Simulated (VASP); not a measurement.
# SrCo3 (Pm-3m) in VASP: notebook

The runs below take SrCo3 through single point, with PBE.

Program: VASP 6.6.1. These are calculated values, not measurements. Logs are shortened: lines on timing, memory, paths and dates and some standing lists are left out, and cuts for length are marked.

**1. The cell of the first run**

The structure is cubic, space group Pm-3m (No. 221). Conventional cell: a = 4.007 Å, b = 4.007 Å, c = 4.007 Å, α = 90.00°, β = 90.00°, γ = 90.00°. Sr (site symmetry m-3m) has 12 Co at 2.83 Å within 3.7 Å. Co (site symmetry 4/mmm) has 4 Sr at 2.83 Å and 8 Co at 2.83 Å within 3.7 Å.

**2. Single point, PBE**

The input, INCAR:

```
  ALGO = Fast
  EDIFF = 1E-6
  ENCUT = 520
  GGA = PE
  ISIF = 2
  ISMEAR = 0
  LASPH = True
  LCHARG = False
  LREAL = False
  LWAVE = False
  NBANDS = 26
  NELM = 80
  PREC = Accurate
  SIGMA = 0.05
```

The input, KPOINTS:

```
k-points
0
Gamma
  8 8 8
```

The input, POSCAR:

```
SrCo3
1.0
    4.0068273888      0.0000000000      0.0000000000
    0.0000000000      4.0068273888      0.0000000000
    0.0000000000      0.0000000000      4.0068273888
Sr Co
1 3
Direct
    0.0000000000      0.0000000000      0.0000000000
    0.0000000000      0.5000000000      0.5000000000
    0.5000000000      0.5000000000      0.0000000000
    0.5000000000      0.0000000000      0.5000000000
```

Potentials or basis: VASP PAW PBE potentials, release 64 (Sr_sv, Co).

Launch:

```
cat potpaw_PBE.64/Sr_sv/POTCAR potpaw_PBE.64/Co/POTCAR > POTCAR
mpirun -np 1 vasp_std > vasp.out
```

OUTCAR:

```text
EDIFF = 1E-6
   ENCUT = 520
   GGA = PE
   ISIF = 2
   ISMEAR = 0
   LASPH = True
   LREAL = False
   NELM = 80
   PREC = Accurate

 ion  position               nearest neighbor table
   1  0.000  0.000  0.000-   2 2.83   3 2.83   4 2.83   2 2.83   4 2.83   2 2.83   3 2.83   2 2.83
                             3 2.83   4 2.83   4 2.83   3 2.83
   2  0.000  0.500  0.500-   1 2.83   3 2.83   4 2.83   1 2.83   3 2.83   1 2.83   4 2.83   1 2.83
                             3 2.83   4 2.83   3 2.83   4 2.83
   3  0.500  0.500  0.000-   1 2.83   2 2.83   4 2.83   2 2.83   4 2.83   1 2.83   4 2.83   4 2.83
                             1 2.83   2 2.83   2 2.83   1 2.83
   4  0.500  0.000  0.500-   1 2.83   2 2.83   3 2.83   1 2.83   3 2.83   2 2.83   3 2.83   3 2.83
                             1 2.83   2 2.83   1 2.83   2 2.83

  LATTYP: Found a simple cubic cell.
 ALAT       =     4.0068273888

  Lattice vectors:

 A1 = (   4.0068273888,   0.0000000000,   0.0000000000)
 A2 = (   0.0000000000,   4.0068273888,   0.0000000000)
 A3 = (   0.0000000000,   0.0000000000,   4.0068273888)

Analysis of symmetry for initial positions (statically):
=====================================================================
 Subroutine PRICEL returns:
 Original cell was already a primitive cell.

 Routine SETGRP: Setting up the symmetry group for a
 simple cubic supercell.

 Subroutine GETGRP returns: Found 48 space group operations
 (whereof 48 operations were pure point group operations)
 out of a pool of 48 trial point group operations.

The static configuration has the point symmetry O_h .

Analysis of symmetry for dynamics (positions and initial velocities):
=====================================================================
 Subroutine PRICEL returns:
 Original cell was already a primitive cell.

 Routine SETGRP: Setting up the symmetry group for a
 simple cubic supercell.

 Subroutine GETGRP returns: Found 48 space group operations
 (whereof 48 operations were pure point group operations)
 out of a pool of 48 trial point group operations.

The dynamic configuration has the point symmetry O_h .

 Subroutine INISYM returns: Found 48 space group operations
 (whereof 48 operations are pure point group operations),
 and found     1 'primitive' translations

----------------------------------------------------------------------------------------

                                     Primitive cell

  volume of cell :      64.3283

  direct lattice vectors                    reciprocal lattice vectors
     4.006827389  0.000000000  0.000000000     0.249574015  0.000000000  0.000000000
     0.000000000  4.006827389  0.000000000     0.000000000  0.249574015  0.000000000
     0.000000000  0.000000000  4.006827389     0.000000000  0.000000000  0.249574015

  length of vectors
     4.006827389  4.006827389  4.006827389     0.249574015  0.249574015  0.249574015

  position of ions in fractional coordinates (direct lattice)
     0.000000000  0.000000000  0.000000000
     0.000000000  0.500000000  0.500000000
     0.500000000  0.500000000  0.000000000
     0.500000000  0.000000000  0.500000000

  ion indices of the primitive-cell ions
   primitive index   ion index
                 1           1
                 2           2
                 3           3
                 4           4

----------------------------------------------------------------------------------------

 KPOINTS: k-points

Automatic generation of k-mesh.
 Grid dimensions read from file:
 generate k-points for:    8    8    8

 Generating k-lattice:

  Cartesian coordinates                     Fractional coordinates (reciprocal lattice)
     0.031196752  0.000000000  0.000000000     0.125000000  0.000000000  0.000000000
     0.000000000  0.031196752  0.000000000     0.000000000  0.125000000  0.000000000
     0.000000000  0.000000000  0.031196752     0.000000000  0.000000000  0.125000000

  Length of vectors
     0.031196752  0.031196752  0.031196752

  Shift w.r.t. Gamma in fractional coordinates (k-lattice)
     0.000000000  0.000000000  0.000000000

 Subroutine IBZKPT returns following result:
 ===========================================

 Found     35 irreducible k-points:

 Following reciprocal coordinates:
            Coordinates               Weight
  0.000000  0.000000  0.000000      1.000000
  0.125000  0.000000  0.000000      6.000000
  0.250000  0.000000  0.000000      6.000000
  0.375000  0.000000  0.000000      6.000000
  0.500000  0.000000  0.000000      3.000000
  0.125000  0.125000  0.000000     12.000000
[... 16 lines left out ...]
  0.375000  0.375000  0.125000     24.000000
  0.500000  0.375000  0.125000     24.000000
 [... further k-points ...]
   k-points           NKPTS =     35   k-points in BZ     NKDIM =     35   number of bands    NBANDS=     26
   number of dos      NEDOS =    301   number of ions     NIONS =      4
   total plane-waves  NPLWV =  27000
   dimension x,y,z NGX =    30 NGY =   30 NGZ =   30
   dimension x,y,z NGXF=    60 NGYF=   60 NGZF=   60
   ions per type =               1   3
   NGX,Y,Z   is equivalent  to a cutoff of  12.45, 12.45, 12.45 a.u.
   NGXF,Y,Z  is equivalent  to a cutoff of  24.89, 24.89, 24.89 a.u.
 SYSTEM =  unknown system
   PREC   = accura    normal or accurate (medium, high low for compatibility)
   ISTART =      0    job   : 0-new  1-cont  2-samecut
   ICHARG =      2    charge: 1-file 2-atom 10-const
   ISPIN  =      1    spin polarized calculation?
   LNONCOLLINEAR =      F non collinear calculations
   LSORBIT =      F    spin-orbit coupling
   LASPH  =      T    aspherical Exc in radial PAW
   ENCUT  =  520.0 eV  38.22 Ry    6.18 a.u.   7.45  7.45  7.45*2*pi/ulx,y,z
   NELM   =     80;   NELMIN=  2; NELMDL= -5     # of ELM steps
   EDIFF  = 0.1E-05   stopping-criterion for ELM
   LREAL  =      F    real-space projection
   EDIFFG = 0.1E-04   stopping-criterion for IOM
   NSW    =      0    number of steps for IOM
   IBRION =     -1    ionic relax: 0-MD 1-quasi-New 2-CG
   NFREE  =      0    steps in history (QN), initial steepest desc. (CG)
   ISIF   =      2    stress and relaxation
   ISYM   =      2    0-nonsym 1-usesym 2-fastsym
   POTIM  = 0.5000    time-step for ionic-motion
   TEBEG  =    0.0;   TEEND  =   0.0 temperature during run
   PSTRESS=    0.0 pullay stress
   NELECT =      37.0000    total number of electrons
   NUPDOWN=      -1.0000    fix difference up-down
   EMIN   =  10.00;   EMAX   =-10.00  energy-range for DOS
   EFERMI =   0.00;   METHOD = LEGACY
   ISMEAR =     0;   SIGMA  =   0.05  broadening in eV -4-tet -1-fermi 0-gaus
   EFERMI_NEDOS =   21; number of points for ismear=-14 and -15
   IALGO  =     68    algorithm
   IMIX   =      4    mixing-type and parameters
     AMIX     =   0.40;   BMIX     =  1.00
     AMIX_MAG =   1.60;   BMIX_MAG =  1.00
  volume/ion in A,a.u.               =      16.08       108.53
  Fermi-wavevector in a.u.,A,eV,Ry     =   1.361470  2.572805 25.219770  1.853601
  Thomas-Fermi vector in A             =   2.488043
   LORBIT       =      0    0 simple, 1 ext, 2 COOP (PROOUT), +10 PAW based schemes
   GGA     = PE    functional components
   LHFCALC =     F    Hartree Fock is set to
   AEXX    =    0.0000 exact exchange contribution
   IVDW    =     0    specifies the selected vdW correction
   LEPSILON=     F    determine dielectric tensor
   LRPA    =     F    only Hartree local field effects (RPA)
 non-spin polarized calculation
 RMM-DIIS sequential band-by-band and
 Gauss-broadening in eV      SIGMA  =   0.05
  energy-cutoff  :      520.00
  volume of cell :       64.33
 maximum number of plane-waves:      1751
 NGX is ok and might be reduce to    30
   NGX = 15   NGY = 15   NGZ = 15

 number of electron      36.9999983 magnetization

 Free energy of the ion-electron system (eV)
  ---------------------------------------------------
  ext. energy  EPLUGINS =         0.00000000
  ---------------------------------------------------
  free energy    TOTEN  =       -18.54264222 eV

  energy without entropy =      -18.53190937  energy(sigma->0) =      -18.53727580

 E-fermi :   5.8767     XC(G=0): -11.5002

 val. band max:        5.8735485527   @ k =   0.1250   0.0000   0.0000
 cond. band min:       5.8799771307   @ k =   0.2500   0.1250   0.0000
 fundamental gap:      0.0064285780
 Fermi energy:         5.8767038162

 k-point     1 :       0.0000    0.0000    0.0000
  band No.  band energies     occupation
      1     -27.4955      2.00000
      2      -9.6881      2.00000
      3      -9.6881      2.00000
      4      -9.6881      2.00000
      5       0.0406      2.00000
      6       3.2007      2.00000
[... 18 lines left out ...]
     25       9.6845      0.00000
     26      13.6367      0.00000

 k-point     2 :       0.1250    0.0000    0.0000
  band No.  band energies     occupation
      1     -27.4927      2.00000
      2      -9.7478      2.00000
      3      -9.6880      2.00000
      4      -9.6880      2.00000
      5       0.2426      2.00000
      6       3.3037      2.00000
[... 18 lines left out ...]
     25      10.6743      0.00000
     26      13.4280      0.00000

 k-point     3 :       0.2500    0.0000    0.0000
  band No.  band energies     occupation
      1     -27.4858      2.00000
      2      -9.8871      2.00000
      3      -9.6879      2.00000
      4      -9.6879      2.00000
      5       0.8078      2.00000
      6       3.4786      2.00000
[... 18 lines left out ...]
     25      11.5374      0.00000
     26      13.4484      0.00000

 k-point     4 :       0.3750    0.0000    0.0000
  band No.  band energies     occupation
      1     -27.4789      2.00000
      2     -10.0203      2.00000
      3      -9.6877      2.00000
      4      -9.6877      2.00000
      5       1.6365      2.00000
      6       3.3331      2.00000
[... 18 lines left out ...]
     25      12.4356      0.00000
     26      13.3522      0.00000

 k-point     5 :       0.5000    0.0000    0.0000
  band No.  band energies     occupation
      1     -27.4761      2.00000
      2     -10.0738      2.00000
      3      -9.6876      2.00000
      4      -9.6876      2.00000
      5       2.4515      2.00000
      6       2.7420      2.00000
[... 18 lines left out ...]
     25      13.0510      0.00000
     26      13.0864      0.00000

 k-point     6 :       0.1250    0.1250    0.0000
  band No.  band energies     occupation
      1     -27.4899      2.00000
      2      -9.7565      2.00000
      3      -9.7351      2.00000
      4      -9.6879      2.00000
      5       0.4373      2.00000
      6       3.3957      2.00000
[... 427 lines left out ...]
 k-point    21 :       0.3750    0.2500    0.1250
  band No.  band energies     occupation
      1     -27.4689      2.00000
      2      -9.9778      2.00000
      3      -9.8443      2.00000
      4      -9.7268      2.00000
      5       2.2545      2.00000
      6       3.7631      2.00000
[... 18 lines left out ...]
     25      10.5496      0.00000
     26      13.2169      0.00000

 k-point    22 :       0.5000    0.2500    0.1250
  band No.  band energies     occupation
      1     -27.4665      2.00000
      2     -10.0228      2.00000
      3      -9.8398      2.00000
      4      -9.7249      2.00000
      5       2.7674      2.00000
      6       3.4303      2.00000
[... 18 lines left out ...]
     25      10.5205      0.00000
     26      13.3526      0.00000

 k-point    23 :       0.3750    0.3750    0.1250
  band No.  band energies     occupation
      1     -27.4635      2.00000
      2      -9.9618      2.00000
      3      -9.9416      2.00000
      4      -9.7224      2.00000
      5       2.6990      2.00000
      6       3.8481      2.00000
[... 18 lines left out ...]
     25      10.1909      0.00000
     26      12.6731      0.00000

 k-point    24 :       0.5000    0.3750    0.1250
  band No.  band energies     occupation
      1     -27.4612      2.00000
      2      -9.9946      2.00000
      3      -9.9415      2.00000
      4      -9.7205      2.00000
      5       2.9718      2.00000
      6       3.7357      2.00000
[... 18 lines left out ...]
     25      10.1111      0.00000
     26      12.3608      0.00000

 [... further k-points ...]

------------------------ aborting loop because EDIFF is reached ----------------------------------------

  FORCE on cell =-STRESS in cart. coord.  units (eV):
  Direction    XX          YY          ZZ          XY          YZ          ZX
  --------------------------------------------------------------------------------------
  -------------------------------------------------------------------------------------
  Total       -1.5474839     -1.5474839     -1.5474839      0.0000000     -0.0000000     -0.0000000
  in kB      -38.5420515    -38.5420515    -38.5420515      0.0000000     -0.0000000     -0.0000000
  external PRESSURE =     -38.5420515 kB  Pullay stress =       0.0000000 kB

 VOLUME and BASIS-vectors are now :
 -----------------------------------------------------------------------------
  energy-cutoff  :      520.00
  volume of cell :       64.33
      direct lattice vectors                 reciprocal lattice vectors
     4.006827389  0.000000000  0.000000000     0.249574015  0.000000000  0.000000000
     0.000000000  4.006827389  0.000000000     0.000000000  0.249574015  0.000000000
     0.000000000  0.000000000  4.006827389     0.000000000  0.000000000  0.249574015

 POSITION                                       TOTAL-FORCE (eV/Angst)
 -----------------------------------------------------------------------------------
      0.00000      0.00000      0.00000         0.000000      0.000000      0.000000
      0.00000      2.00341      2.00341         0.000000      0.000000      0.000000
      2.00341      2.00341      0.00000         0.000000      0.000000      0.000000
      2.00341      0.00000      2.00341         0.000000      0.000000      0.000000
 -----------------------------------------------------------------------------------
    total drift:                                0.000000      0.000000     -0.000000

  FREE ENERGIE OF THE ION-ELECTRON SYSTEM (eV)
  ---------------------------------------------------
  free  energy   TOTEN  =       -18.5426422179 eV

  energy  without entropy=      -18.5319093724  energy(sigma->0) =      -18.53727580
```

Run time: 35 s. Hardware: 1 thread of Intel Xeon 6975P-C (Granite Rapids), shared host; peak memory 0.19 GiB.

Results:

```
Free energy            : -18.5426 eV
Pressure               : -3.9 GPa
Band gap on the k mesh : zero (an odd number of electrons rules out a gap without spin polarisation)
```

Levels at points of the mesh, in eV from the Fermi level:
| k point | band 16 | band 17 | band 18 | band 19 | band 20 | band 21 | band 22 | band 23 |
| --- | --- | --- | --- | --- | --- | --- | --- | --- |
| (0.00, 0.00, 0.00) | 0.04 | 0.40 | 0.51 | 0.51 | 0.51 | 3.62 | 3.62 | 3.62 |
| (0.50, 0.00, 0.00) | -0.36 | -0.26 | -0.19 | -0.19 | 0.13 | 0.51 | 3.06 | 3.06 |
| (0.50, 0.50, 0.00) | -0.44 | -0.38 | -0.38 | -0.13 | -0.13 | 0.07 | 1.88 | 1.88 |
| (0.50, 0.50, 0.50) | -0.30 | 0.05 | 0.40 | 0.40 | 0.40 | 2.46 | 2.46 | 2.46 |

Caveat: the cell stands under tension; the run has no spin polarisation, though such a crystal can be magnetic. Spin polarisation is off, so any magnetic state and its effect on volume and gap are missing.

[end of part 1 of 2]
